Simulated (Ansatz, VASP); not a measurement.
GaB2: VASP beside Ansatz

```
Ga B
1.0
     3.91340    0.00000    0.00000
     0.00000    4.77627    0.00000
     0.00000    0.00000    2.98167
Ga B
2 4
Direct
  0.00000 0.00000 0.00000
  0.50000 0.50000 0.50000
  0.20040 0.37870 0.00000
  0.79960 0.62130 0.00000
  0.70040 0.12130 0.50000
  0.29960 0.87870 0.50000
```

Alike in both runs: task single point; functional PBE; k mesh 6 × 4 × 6; occupations gaussian, width 0.1 eV; no spin polarisation.

```csv
,VASP,Ansatz
version,VASP 6.6.1,Ansatz 0.2.0
potentials or method,"VASP PAW PBE potentials, release 64 (Ga_d, B), cutoff 500 eV","scalar-relativistic, plane waves, PAW"
valence electrons in the cell,38,38
```

```tsv
	VASP	Ansatz	Ansatz less VASP
gap on the k mesh at the Fermi level (eV)	none	none	-
rms of the force components (eV/Å)	1.457	1.458	+0.0011
```

Atom by atom the forces differ by 0.001 eV/Å (rms over components). A gap of «none» marks a metal or a gap that the smearing closes. With one functional, cell and mesh, what is left measures potentials, basis and numerics.
